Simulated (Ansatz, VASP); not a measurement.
## One calculation of Al3Ni2, two programs

INCAR

```
ALGO     = Fast           # electronic algorithm
EDIFF    = 1E-6           # SCF threshold, eV
ENCUT    = 520            # plane-wave cutoff, eV
GGA      = PS             # functional
ISIF     = 2              # what is computed and relaxed
ISMEAR   = 0              # smearing method
LASPH    = True           # aspherical terms in the spheres
LCHARG   = False          # write CHGCAR
LREAL    = False          # projectors in reciprocal space
LWAVE    = False          # write WAVECAR
NBANDS   = 22             # bands
NELM     = 60             # most SCF steps
PREC     = Accurate       # precision mode
SIGMA    = 0.15           # smearing width, eV
```

Contents of KPOINTS:

```
k-points
0
Gamma
  12 12 10
```

Contents of POSCAR:

```
Al3Ni2
1.0
    3.8029826611      0.0000000000      0.0000000000
   -1.9014913305      3.2934795947      0.0000000000
    0.0000000000      0.0000000000      4.8594646107
Al Ni
3 2
Direct
    0.0000000000      0.0000000000      0.0000000000
    0.3333333333      0.6666666667      0.6477829059
    0.6666666667      0.3333333333      0.3522170941
    0.3333333333      0.6666666667      0.1455709067
    0.6666666667      0.3333333333      0.8544290933
```

Input for Ansatz:

```yaml
crystal:
  lattice:
    - [3.8029826611, 0.0, 0.0]
    - [-1.9014913305, 3.2934795947, 0.0]
    - [0.0, 0.0, 4.8594646107]
  atoms:
    - { symbol: Al, position: [0.0, 0.0, 0.0] }
    - { symbol: Al, position: [0.3333333333, 0.6666666667, 0.6477829059] }
    - { symbol: Al, position: [0.6666666667, 0.3333333333, 0.3522170941] }
    - { symbol: Ni, position: [0.3333333333, 0.6666666667, 0.1455709067] }
    - { symbol: Ni, position: [0.6666666667, 0.3333333333, 0.8544290933] }
basis:
  ecutwfc: 420
kpoints:
  mp_grid: { grid: [12, 12, 10] }
hamiltonian:
  xc: pbesol
scf:
  occupations: { method: gaussian, width: 0.15 }
output:
  forces: true
  stress: true
  eigenvalues: true
  write_density: true
  write_potential: true
  elf: true
  volumetric_format: npy
```

Change from the starting cell: strain -0.050 along x and y, +0.000 along z, atoms carried along.

Alike in both runs: task single point; functional PBEsol; k mesh 12 × 12 × 10; occupations gaussian, width 0.15 eV; no spin polarisation.

|  | VASP | Ansatz |
| --- | --- | --- |
| version | VASP 6.6.1 | Ansatz 0.2.0 |
| potentials or method | VASP PAW PBE potentials, release 64 (Al, Ni), cutoff 520 eV | scalar-relativistic, plane waves, PAW |
| valence electrons in the cell | 29 | 45 |

```csv
,VASP,Ansatz,Ansatz less VASP
gap on the k mesh at the Fermi level (eV),none,none,-
pressure (GPa),18.6,18.4,-0.16
"traceless stress, the component that is largest in VASP (GPa)",-8.43,-8.50,-0.075
rms of the force components (eV/Å),0.119,0.115,-0.0039
```

VASP's potentials were made for PBE, not for PBEsol. Atom by atom the forces differ by 0.005 eV/Å (rms over components). A gap of «none» marks a metal or a gap that the smearing closes. With one functional, cell and mesh, what is left measures potentials, basis and numerics. VASP's potentials hold 29 valence electrons a cell and Ansatz's 45, so a difference there can come from the potentials and not from the codes.
